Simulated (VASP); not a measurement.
Here is a VASP 6.6.1 calculation.

Contents of INCAR:

```
PREC = Accurate
ENCUT = 520
EDIFF = 1E-6
ISMEAR = -1
SIGMA = 0.02
LREAL = F
LASPH = T
NELM = 80
ALGO = Normal
ISIF = 2
LWAVE = F
LCHARG = F
GGA = PE
NBANDS = 17
```

Contents of KPOINTS:

```
Automatic mesh
0
Gamma
  8 8 8
```

The input POSCAR:

```
PbSe
1.0
    0.0731387202      3.1074797813      3.1074797813
    3.1074797813      0.0731387202      3.1074797813
    3.1074797813      3.1074797813      0.0731387202
Pb Se
1 1
Direct
    0.0000000000      0.0000000000      0.0000000000
    0.5000000000      0.5000000000      0.5000000000
```

Potentials or basis: VASP PAW PBE potentials, release 64 (Pb_d, Se).

Command:

```bash
$ cat potpaw_PBE.64/Pb_d/POTCAR potpaw_PBE.64/Se/POTCAR > POTCAR
$ mpirun -np 1 vasp_std > vasp.out
```

What does it give for the pressure?

1.8 GPa.

Estimate the band gap on the k mesh.

0.10 eV (least direct gap 0.30 eV).

Stress tensor (GPa, compression positive):
```
 1.84 -0.42 -0.42
-0.42  1.84 -0.42
-0.42 -0.42  1.84
```

Caveat: the cell differs from its parent crystal (epitaxial 111 strain -1.8%); spin-orbit coupling is left out, which moves the levels of the heavy elements. A k mesh can miss the band edges.
